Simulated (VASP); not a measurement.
Crystal: B.

```
B
1.0
     2.71381    0.00000    0.00000
    -1.35691    2.35023    0.00000
     0.00000    0.00000    2.97167
B
3
Cartesian
  -0.6785 1.1751 0.9906
  0.6785 1.1751 1.9811
  1.3569 0.0000 0.0000
```

* Program: VASP 6.6.1
* Task: relaxation of cell and atoms
* Functional: PBE
* Potentials or basis: VASP PAW PBE potentials, release 64 (B)
* Cutoff: 500 eV
* k mesh: 6 × 6 × 6
* Occupations: gaussian, width 0.1 eV
* Spin: no spin polarisation

At the start: pressure 53.2 GPa; volume 6.32 Å³/atom.

Question: Where does the relaxation end?

Answer: Over 18 steps the energy falls by 320.0 meV/atom and the volume is 7.05 Å³/atom (+11.6 %); space group P6_422 (No. 181, to 0.05 Å).

Step by step:
```
step  energy change (eV)  largest force (eV/Å)  pressure (GPa)  volume (Å³)
   1              0.0000                0.0000           53.19        18.95
   2             -0.4904                0.0000          -16.04        25.30
   3             -0.6095                0.0000           -0.52        23.02
   4             -0.6094                0.0000           -1.25        23.11
   5             -0.6249                0.0000           -1.36        23.04
   6             -0.7450                0.0000           -0.99        22.80
   7             -0.8815                0.0000           -1.31        22.18
   8             -0.7590                0.0000           -1.04        20.45
   9             -0.9217                0.0000           -1.75        21.83
  10             -0.9450                0.0000           -2.65        21.18
  11             -0.9551                0.0000           -2.43        21.52
  12             -0.9579                0.0000           -2.53        21.41
  13             -0.9575                0.0000           -2.49        21.46
  14             -0.9301                0.0000           10.61        20.20
  15             -0.9597                0.0000            0.10        21.18
  16             -0.9597                0.0000            0.16        21.17
  17             -0.9595                0.0000           -0.18        21.13
  18             -0.9599                0.0000            0.02        21.16
```

Final structure:
```
B
1.0
     2.52728    0.00000    0.00000
    -1.26364    2.18869    0.00000
     0.00000    0.00000    3.82484
B
3
Direct
  0.00000 0.50000 0.33333
  0.50000 0.50000 0.66667
  0.50000 0.00000 0.00000
```

Caveat: the k points lie up to 0.48 Å⁻¹ apart in the final cell.
